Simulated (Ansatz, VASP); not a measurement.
# Zr: VASP beside Ansatz

The input POSCAR:

```
Zr
1.0
    3.2454403005      0.0000000000      0.0000000000
   -1.6227201502      2.8106337467      0.0000000000
    0.0000000000      0.0000000000      5.1494233959
Zr
2
Direct
    0.3333333333      0.6666666667      0.2500000000
    0.6666666667      0.3333333333      0.7500000000
```

INCAR.step1

```
ALGO = Normal ; EDIFF = 1E-4
ENCUT = 520 ; GGA = PE
ISMEAR = -1 ; ISPIN = 2
LASPH = T ; LCHARG = F
LMAXMIX = 4 ; LREAL = F
LWAVE = T ; MAGMOM = 1 1
NBANDS = 23 ; NELM = 150
PREC = Accurate ; SIGMA = 0.1
```

INCAR.step2

```
ALGO = Normal ; EDIFF = 1E-6
ENCUT = 520 ; ISIF = 2
ISMEAR = -1 ; ISPIN = 2
ISTART = 1 ; LASPH = T
LCHARG = F ; LMAXMIX = 4
LMIXTAU = T ; LORBIT = 11
LREAL = F ; LWAVE = F
MAGMOM = 1 1 ; METAGGA = R2SCAN
NBANDS = 23 ; NELM = 150
PREC = Accurate ; SIGMA = 0.1
```

File KPOINTS:

```
k-points
0
Gamma
  6 6 3
```

Input for Ansatz:

```yaml
crystal:
  lattice:
    - [3.2454403005, 0.0, 0.0]
    - [-1.6227201502, 2.8106337467, 0.0]
    - [0.0, 0.0, 5.1494233959]
  atoms:
    - { symbol: Zr, position: [0.3333333333, 0.6666666667, 0.25], spin: 1.0 }
    - { symbol: Zr, position: [0.6666666667, 0.3333333333, 0.75], spin: 1.0 }
hamiltonian:
  xc: r2scan
  pseudopotentials:
    kind: paw
    azcp:
      Zr: "pseudopotentials/Zr.paw.azcp"
basis:
  ecutwfc: 500
  fft_grid_basis: typed
kpoints:
  mp_grid: { grid: [6, 6, 3], shift: [0, 0, 0] }
magnetization:
  spin_polarized: true
scf:
  occupations: { method: fermi_dirac, width: 0.1 }
```

Alike in both runs: task single point; functional r2SCAN; k mesh 6 × 6 × 3; occupations fermi-dirac, width 0.1 eV; collinear spin.

|  | VASP | Ansatz |
| --- | --- | --- |
| version | VASP 6.6.1 | Ansatz 0.2.0 |
| potentials or method | VASP PAW PBE potentials, release 64 (Zr_sv), cutoff 520 eV | plane waves (500 eV) with PAW, scalar-relativistic |
| valence electrons in the cell | 24 | 24 |

```tsv
	VASP	Ansatz	Ansatz less VASP
net moment per atom (μB)	0.00	0.00	0.000
```

VASP's potentials were made for PBE, not for r2SCAN. With one functional, cell and mesh, what is left measures potentials, basis and numerics. Ansatz's warnings: seeded moment not kept, stability check not made.

The k mesh is coarse, so the values compare programs but aren't converged.
